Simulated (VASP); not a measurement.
# AlGa5As6 (P3m1) in VASP: a series of runs

Runs on AlGa5As6. Level: PBE. Tasks: single point, relaxation of cell and atoms.

Program: VASP 6.6.1. These are calculated values, not measurements. Logs are shortened: lines on timing, memory, paths and dates and some standing lists are left out, and cuts for length are marked.

## (1) The cell of the first run

It takes space group P3m1 (No. 156, trigonal). Conventional cell: a = 4.054 Å, b = 4.054 Å, c = 19.846 Å, α = 90.00°, β = 90.00°, γ = 120.00°. Within 3.3 Å of Al (site symmetry 3m) lie 4 As at 2.48 Å. Within 3.3 Å of Ga (site symmetry 3m) lie 4 As at 2.48 Å. Within 3.3 Å of Ga (site symmetry 3m) lie 4 As at 2.48 Å. Ga (site symmetry 3m) has 4 As at 2.48 Å within 3.3 Å. Within 3.3 Å of Ga (site symmetry 3m) lie 4 As at 2.48 Å. Ga (site symmetry 3m) has 4 As at 2.48 to 2.49 Å within 3.3 Å. Within 3.3 Å of As (site symmetry 3m) lie 1 Al at 2.48 Å and 3 Ga at 2.48 Å. As (site symmetry 3m) has 4 Ga at 2.48 Å within 3.3 Å.

## (2) Single point, PBE

INCAR reads:

```
ALGO = Normal
EDIFF = 1E-6
ENCUT = 520
GGA = PE
ISIF = 2
ISMEAR = 0
LASPH = True
LCHARG = False
LREAL = False
LWAVE = False
NBANDS = 61
NELM = 100
PREC = Accurate
SIGMA = 0.1
```

KPOINTS reads:

```
k-points
0
Gamma
  6 6 1
```

POSCAR reads:

```
AlGa5As6
1.0
    4.0544441456      0.0000000030      0.0000000000
   -2.0272220754      3.5112516269      0.0000000000
    0.0000000000      0.0000000000     19.8455272436
Al Ga As
1 5 6
Direct
    0.0000000000      0.0000000000      0.0002222903
    0.3333333333      0.6666666667      0.8334147462
    0.6666666667      0.3333333333      0.6668128259
    0.0000000000      0.0000000000      0.5000113331
    0.3333333333      0.6666666667      0.3332250861
    0.6666666667      0.3333333333      0.1663834597
    0.0000000000      0.0000000000      0.8754254132
    0.3333333333      0.6666666667      0.7084980995
    0.6666666667      0.3333333333      0.5417553227
    0.0000000000      0.0000000000      0.3749643434
    0.3333333333      0.6666666667      0.2082023536
    0.6666666667      0.3333333333      0.0410847262
```

Potentials or basis: VASP PAW PBE potentials, release 64 (Al, Ga_d, As).

Run with:

```bash
$ cat potpaw_PBE.64/Al/POTCAR potpaw_PBE.64/Ga_d/POTCAR potpaw_PBE.64/As/POTCAR > POTCAR
$ mpirun -np 1 vasp_std > vasp.out
```

OUTCAR:

```text
EDIFF = 1E-6
   ENCUT = 520
   GGA = PE
   ISIF = 2
   ISMEAR = 0
   LASPH = True
   LREAL = False
   NELM = 100
   PREC = Accurate

 ion  position               nearest neighbor table
   1  0.000  0.000  0.000-   7 2.48  12 2.48  12 2.48  12 2.48
   2  0.333  0.667  0.833-   8 2.48   7 2.48   7 2.48   7 2.48
   3  0.667  0.333  0.667-   9 2.48   8 2.48   8 2.48   8 2.48
   4  0.000  0.000  0.500-  10 2.48   9 2.48   9 2.48   9 2.48
   5  0.333  0.667  0.333-  11 2.48  10 2.48  10 2.48  10 2.48
   6  0.667  0.333  0.166-  11 2.48  11 2.48  11 2.48  12 2.49
   7  0.000  0.000  0.875-   1 2.48   2 2.48   2 2.48   2 2.48
   8  0.333  0.667  0.708-   2 2.48   3 2.48   3 2.48   3 2.48
   9  0.667  0.333  0.542-   3 2.48   4 2.48   4 2.48   4 2.48
  10  0.000  0.000  0.375-   4 2.48   5 2.48   5 2.48   5 2.48
  11  0.333  0.667  0.208-   5 2.48   6 2.48   6 2.48   6 2.48
  12  0.667  0.333  0.041-   1 2.48   1 2.48   1 2.48   6 2.49

  LATTYP: Found a hexagonal cell.
 ALAT       =     4.0544441456
 C/A-ratio  =     4.8947590671

  Lattice vectors:

 A1 = (   4.0544441456,   0.0000000030,   0.0000000000)
 A2 = (  -2.0272220754,   3.5112516269,   0.0000000000)
 A3 = (   0.0000000000,   0.0000000000,  19.8455272436)

Analysis of symmetry for initial positions (statically):
=====================================================================
 Subroutine PRICEL returns:
 Original cell was already a primitive cell.

 Routine SETGRP: Setting up the symmetry group for a
 hexagonal supercell.

 Subroutine GETGRP returns: Found  6 space group operations
 (whereof  6 operations were pure point group operations)
 out of a pool of 24 trial point group operations.

The static configuration has the point symmetry C_3v.

Analysis of symmetry for dynamics (positions and initial velocities):
=====================================================================
 Subroutine PRICEL returns:
 Original cell was already a primitive cell.

 Routine SETGRP: Setting up the symmetry group for a
 hexagonal supercell.

 Subroutine GETGRP returns: Found  6 space group operations
 (whereof  6 operations were pure point group operations)
 out of a pool of 24 trial point group operations.

The dynamic configuration has the point symmetry C_3v.

 Subroutine INISYM returns: Found  6 space group operations
[... 106 lines left out ...]
   ISYM   =      2    0-nonsym 1-usesym 2-fastsym
   POTIM  = 0.5000    time-step for ionic-motion
   TEBEG  =    0.0;   TEEND  =   0.0 temperature during run
   PSTRESS=    0.0 pullay stress
   NELECT =      98.0000    total number of electrons
   NUPDOWN=      -1.0000    fix difference up-down
   EMIN   =  10.00;   EMAX   =-10.00  energy-range for DOS
   EFERMI =   0.00;   METHOD = LEGACY
   ISMEAR =     0;   SIGMA  =   0.10  broadening in eV -4-tet -1-fermi 0-gaus
   EFERMI_NEDOS =   21; number of points for ismear=-14 and -15
   IALGO  =     38    algorithm
   IMIX   =      4    mixing-type and parameters
     AMIX     =   0.40;   BMIX     =  1.00
     AMIX_MAG =   1.60;   BMIX_MAG =  1.00
  volume/ion in A,a.u.               =      23.54       158.88
  Fermi-wavevector in a.u.,A,eV,Ry     =   1.150266  2.173687 18.002024  1.323111
  Thomas-Fermi vector in A             =   2.286931
   LORBIT       =      0    0 simple, 1 ext, 2 COOP (PROOUT), +10 PAW based schemes
   GGA     = PE    functional components
   LHFCALC =     F    Hartree Fock is set to
   AEXX    =    0.0000 exact exchange contribution
   IVDW    =     0    specifies the selected vdW correction
   LEPSILON=     F    determine dielectric tensor
   LRPA    =     F    only Hartree local field effects (RPA)
 non-spin polarized calculation
 Gauss-broadening in eV      SIGMA  =   0.10
  energy-cutoff  :      520.00
  volume of cell :      282.52
 maximum number of plane-waves:      7659
   NGX = 15   NGY = 15   NGZ = 73

 number of electron      97.9999937 magnetization

 Free energy of the ion-electron system (eV)
  ---------------------------------------------------
  ext. energy  EPLUGINS =         0.00000000
  ---------------------------------------------------
  free energy    TOTEN  =       -50.67987296 eV

  energy without entropy =      -50.67972716  energy(sigma->0) =      -50.67980006

 E-fermi :   3.7778     XC(G=0):  -9.3167

 val. band max:        3.5811980308   @ k =   0.0000   0.0000   0.0000
 cond. band min:       3.9544105159   @ k =   0.0000   0.0000   0.0000
 fundamental gap:      0.3732124851
 Fermi energy:         3.7777664626

 k-point     1 :       0.0000    0.0000    0.0000
  band No.  band energies     occupation
      1     -11.1805      2.00000
      2     -11.1692      2.00000
      3     -11.1541      2.00000
      4     -11.1355      2.00000
      5     -11.1241      2.00000
      6     -11.1241      2.00000
[... 437 lines left out ...]
     60       9.3080      0.00000
     61       9.4984      0.00000

------------------------ aborting loop because EDIFF is reached ----------------------------------------

  FORCE on cell =-STRESS in cart. coord.  units (eV):
  Direction    XX          YY          ZZ          XY          YZ          ZX
  --------------------------------------------------------------------------------------
  -------------------------------------------------------------------------------------
  Total        0.8938743      0.8938743      0.7085244     -0.0000000      0.0000000      0.0000000
  in kB        5.0691031      5.0691031      4.0179961     -0.0000000      0.0000000      0.0000000
  external PRESSURE =       4.7187341 kB  Pullay stress =       0.0000000 kB

 VOLUME and BASIS-vectors are now :
 -----------------------------------------------------------------------------
  energy-cutoff  :      520.00
  volume of cell :      282.52
      direct lattice vectors                 reciprocal lattice vectors
     4.054444146  0.000000003  0.000000000     0.246642934  0.142399365  0.000000000
    -2.027222075  3.511251627  0.000000000    -0.000000000  0.284798729  0.000000000
     0.000000000  0.000000000 19.845527244     0.000000000  0.000000000  0.050389188

 POSITION                                       TOTAL-FORCE (eV/Angst)
 -----------------------------------------------------------------------------------
      0.00000      0.00000      0.00441        -0.000000      0.000000      0.001275
     -0.00000      2.34083     16.53956         0.000000      0.000000      0.002295
      2.02722      1.17042     13.23325         0.000000      0.000000      0.007821
      0.00000      0.00000      9.92299        -0.000000      0.000000      0.008386
     -0.00000      2.34083      6.61303         0.000000     -0.000000      0.007880
      2.02722      1.17042      3.30197        -0.000000     -0.000000      0.009351
      0.00000      0.00000     17.37328        -0.000000      0.000000      0.001507
     -0.00000      2.34083     14.06052         0.000000      0.000000     -0.007833
      2.02722      1.17042     10.75142         0.000000      0.000000     -0.007980
      0.00000      0.00000      7.44137        -0.000000     -0.000000     -0.007544
     -0.00000      2.34083      4.13189        -0.000000      0.000000     -0.006898
      2.02722      1.17042      0.81535        -0.000000      0.000000     -0.008259
 -----------------------------------------------------------------------------------
    total drift:                               -0.000008      0.000008      0.000490

  FREE ENERGIE OF THE ION-ELECTRON SYSTEM (eV)
  ---------------------------------------------------
  free  energy   TOTEN  =       -50.6798729595 eV

  energy  without entropy=      -50.6797271643  energy(sigma->0) =      -50.67980006
```

OSZICAR:

```text
N       E                     dE             d eps       ncg     rms          rms(c)
DAV:   1     0.903964812452E+03    0.90396E+03   -0.41730E+04   925   0.210E+03
DAV:   2     0.114564883007E+03   -0.78940E+03   -0.75382E+03   910   0.601E+02
DAV:   3    -0.389292771829E+02   -0.15349E+03   -0.14717E+03  1004   0.180E+02
DAV:   4    -0.511511690558E+02   -0.12222E+02   -0.12058E+02  1058   0.495E+01
DAV:   5    -0.516571719459E+02   -0.50600E+00   -0.50457E+00  1236   0.102E+01    0.697E+00
DAV:   6    -0.507779779462E+02    0.87919E+00   -0.16431E+00  1227   0.111E+01    0.397E+00
DAV:   7    -0.506770079687E+02    0.10097E+00   -0.10614E+00  1020   0.371E+00    0.122E+00
DAV:   8    -0.506771942789E+02   -0.18631E-03   -0.17111E-01  1003   0.391E+00    0.296E-01
DAV:   9    -0.506785702420E+02   -0.13760E-02   -0.20927E-02  1060   0.224E+00    0.109E-01
DAV:  10    -0.506793055595E+02   -0.73532E-03   -0.43106E-03  1125   0.630E-01    0.627E-02
DAV:  11    -0.506797699351E+02   -0.46438E-03   -0.86028E-04   940   0.256E-01    0.227E-02
DAV:  12    -0.506798564186E+02   -0.86484E-04   -0.18758E-04  1034   0.190E-01    0.940E-03
DAV:  13    -0.506798693061E+02   -0.12887E-04   -0.42250E-05   980   0.867E-02    0.419E-03
DAV:  14    -0.506798725519E+02   -0.32458E-05   -0.17219E-05  1181   0.282E-02    0.177E-03
DAV:  15    -0.506798729595E+02   -0.40757E-06   -0.12196E-06   668   0.167E-02
   1 F= -.50679873E+02 E0= -.50679800E+02  d E =-.145795E-03
```

Run time: 5 min. Hardware: 1 thread of Intel Xeon 8259CL, shared host; peak memory 0.39 GiB.

Results:

| Quantity | Value |
| --- | --- |
| Free energy | -50.6799 eV |
| Pressure | 0.5 GPa |
| Largest force | 0.009 eV/Å |
| Band gap on the k mesh | 0.37 eV |

Forces on the atoms (eV/Å):
```
Al   0.000  0.000  0.001
Ga   0.000  0.000  0.002
Ga   0.000  0.000  0.008
Ga   0.000  0.000  0.008
Ga   0.000  0.000  0.008
Ga   0.000  0.000  0.009
As   0.000  0.000  0.002
As   0.000  0.000 -0.008
As   0.000  0.000 -0.008
As   0.000  0.000 -0.008
As   0.000  0.000 -0.007
As   0.000  0.000 -0.008
```

## (3) Single point, PBE

This run uses another cell than the first one, of 23.66 Å³/atom.

INCAR reads:

```
SYSTEM = AlGa5As6
PREC = Accurate
ENCUT = 520
EDIFF = 1E-7
ISMEAR = 0
SIGMA = 0.1
LREAL = .FALSE.
LASPH = .TRUE.
NELM = 100
ALGO = Normal
ISIF = 2
LWAVE = .FALSE.
LCHARG = .TRUE.
GGA = PE
LELF = .TRUE.
LVHAR = .TRUE.
NBANDS = 61
```

KPOINTS reads:

```
Automatic mesh
0
G
  6 6 1
  0 0 0
```

POSCAR reads:

```
AlGa5As6
1.0
    4.0601482146      0.0000000000      0.0000000000
   -2.0300741073      3.5161914970      0.0000000000
    0.0000000000      0.0000000000     19.8904800034
Al Ga As
1 5 6
Direct
    0.0000000000      0.0000000000      0.0002007959
    0.3333333333      0.6666666667      0.8333691044
    0.6666666667      0.3333333333      0.6667886647
    0.0000000000      1.0000000000      0.5000176415
    0.3333333333      0.6666666667      0.3332359899
    0.6666666667      0.3333333333      0.1664142926
    1.0000000000      0.0000000000      0.8754084942
    0.3333333333      0.6666666667      0.7084649253
    0.6666666667      0.3333333333      0.5417565607
    0.0000000000      0.0000000000      0.3749821869
    0.3333333333      0.6666666667      0.2082375857
    0.6666666667      0.3333333333      0.0411237582
```

Potentials or basis: VASP PAW PBE potentials, release 64 (Al, Ga_d, As).

Run with:

```bash
$ cat potpaw_PBE.64/Al/POTCAR potpaw_PBE.64/Ga_d/POTCAR potpaw_PBE.64/As/POTCAR > POTCAR
$ mpirun -np 1 vasp_std > vasp.out
```

It took 5.9 min on 1 thread of Intel Xeon 8259CL, shared host; peak memory 0.4 GiB.

The run converged. Its results:

* Free energy: -50.6825 eV
* Pressure: 0.1 GPa
* Largest force: 0.009 eV/Å
* Band gap on the k mesh: 0.34 eV

Forces in eV/Å, atoms in the order of the input:
```
Al   0.000  0.000  0.000
Ga   0.000  0.000  0.000
Ga   0.000  0.000  0.003
Ga   0.000  0.000  0.002
Ga   0.000  0.000  0.004
Ga   0.000  0.000  0.003
As   0.000  0.000  0.007
As   0.000  0.000 -0.001
As   0.000  0.000 -0.003
As   0.000  0.000 -0.002
As   0.000  0.000 -0.004
As   0.000  0.000 -0.009
```

Stress tensor (GPa, compression positive):
```
0.22 0.00 0.00
0.00 0.22 0.00
0.00 0.00 0.01
```

Levels at points of the mesh, in eV from the valence-band top:
```csv
k point,band 45,band 46,band 47,band 48,band 49,band 50,band 51,band 52,band 53,band 54
"(0.00, 0.00, 0.00)",-0.30,-0.30,-0.03,0.00,0.00,0.34,0.97,1.13,1.27,1.48
"(0.50, 0.00, 0.00)",-2.18,-1.53,-1.49,-1.05,-1.05,0.99,1.49,1.74,1.88,1.95
```

(Part 1 of 2 ends here.)
